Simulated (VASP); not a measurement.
**S: relaxation of cell and atoms with PBE**

Crystal: S.

```
S
1.0
     1.48341   -0.85645    2.62069
     0.00000    1.71289    2.62069
    -1.48341   -0.85645    2.62069
S
2
Direct
  0.23200 0.23200 0.23200
  0.76800 0.76800 0.76800
```

```
Program                : VASP 6.6.1
Task                   : relaxation of cell and atoms
Functional             : PBE
Potentials or basis    : VASP PAW PBE potentials, release 64 (S)
Cutoff                 : 600 eV
k mesh                 : 15 × 15 × 15
Occupations            : fermi-dirac, width 0.08 eV
Spin                   : no spin polarisation
Target pressure        : 110 GPa
Dipole correction      : no
Further INCAR settings : ALGO = Normal; EDIFF = 1e-07; IBRION = 2; EDIFFG = -0.005; NSW = 60; ISIF = 3
```

```
Relaxed volume                                             : 9.85 Å³/atom
Relaxed cell                                               : a = 3.441 Å, b = 3.441 Å, c = 3.441 Å, α = 46.66°, β = 46.66°, γ = 46.66°
Space group after relaxing (to 0.1 Å)                      : R-3m (No. 166)
Energy change on relaxing (the run minimises the enthalpy) : -431.1 meV/atom
Ionic steps                                                : 33
Pressure after relaxing                                    : 110.0 GPa
Largest force after relaxing                               : 0.004 eV/Å
Band gap on the k mesh                                     : zero (bands 6 and 7 overlap by 7.42 eV)
```

Forces in eV/Å, atoms in the order of the input:
```
S    0.000  0.000  0.004
S    0.000  0.000 -0.004
```

Step by step:
| step | energy change (eV) | largest force (eV/Å) | pressure (GPa) | volume (Å³) |
| --- | --- | --- | --- | --- |
| 1 | 0.0000 | 5.2167 | 106.91 | 19.98 |
| 2 | 0.0278 | 4.2793 | 113.57 | 19.40 |
| 3 | -0.6395 | 0.0169 | 107.27 | 19.65 |
| 4 | -0.6437 | 0.1626 | 107.14 | 19.65 |
| 5 | -0.3454 | 0.0018 | 114.13 | 19.21 |
| 6 | -0.3573 | 0.0085 | 113.86 | 19.23 |
| 7 | -0.3446 | 0.0600 | 114.04 | 19.20 |
| 8 | -0.3055 | 0.2797 | 115.45 | 19.10 |
| 9 | -0.1886 | 0.7944 | 122.23 | 18.88 |
| 10 | 0.2797 | 1.8110 | 139.27 | 18.28 |
| 11 | -0.0486 | 1.2626 | 128.15 | 18.67 |
| 12 | -0.0540 | 1.2675 | 128.15 | 18.67 |
| 13 | -0.0698 | 1.2823 | 128.20 | 18.68 |
| 14 | -0.0972 | 1.3128 | 127.89 | 18.71 |
| 15 | -0.1312 | 1.3338 | 127.73 | 18.74 |
| 16 | -0.1340 | 1.3025 | 129.91 | 18.77 |
| 17 | -0.1391 | 1.3416 | 128.71 | 18.77 |
| 18 | -0.2242 | 1.2217 | 126.72 | 18.87 |
| 19 | -0.4710 | 0.8707 | 120.76 | 19.17 |
| 20 | -0.9230 | 0.2150 | 108.04 | 19.78 |
| 21 | -0.9001 | 0.2475 | 108.71 | 19.75 |
| 22 | -0.8870 | 0.1980 | 109.12 | 19.73 |
| 23 | -0.8466 | 0.0471 | 110.33 | 19.67 |
| 24 | -0.8357 | 0.0066 | 110.67 | 19.65 |
| 25 | -0.8455 | 0.0068 | 110.39 | 19.67 |
| 26 | -0.8748 | 0.0471 | 109.60 | 19.71 |
| 27 | -0.8717 | 0.0323 | 109.71 | 19.71 |
| 28 | -0.8627 | 0.0105 | 110.00 | 19.69 |
| 29 | -0.8605 | 0.0208 | 110.07 | 19.69 |
| 30 | -0.8598 | 0.0242 | 110.09 | 19.69 |
| 31 | -0.8627 | 0.0066 | 110.00 | 19.69 |
| 32 | -0.8645 | 0.0042 | 109.95 | 19.70 |
| 33 | -0.8622 | 0.0045 | 110.01 | 19.69 |

Final structure:
```
S
1.0
     1.36286   -0.78685    3.06055
     0.00000    1.57370    3.06055
    -1.36286   -0.78685    3.06055
S
2
Cartesian
  0.0000 0.0000 2.2953
  0.0000 0.0000 6.8863
```

Levels at points of the mesh, in eV from the Fermi level:
```
           k point  band 4  band 5  band 6  band 7  band 8  band 9
(0.00, 0.00, 0.00)   -2.52   -2.52    3.52    3.52    4.24    5.72
```

Run time: 13 min on 1 thread of Intel(R) Xeon(R) 6975P-C (Granite Rapids), on a shared host, peak memory 0.24 GiB.

Caveat: the cell is relaxed towards a set pressure, so the run minimises the enthalpy, not the energy.
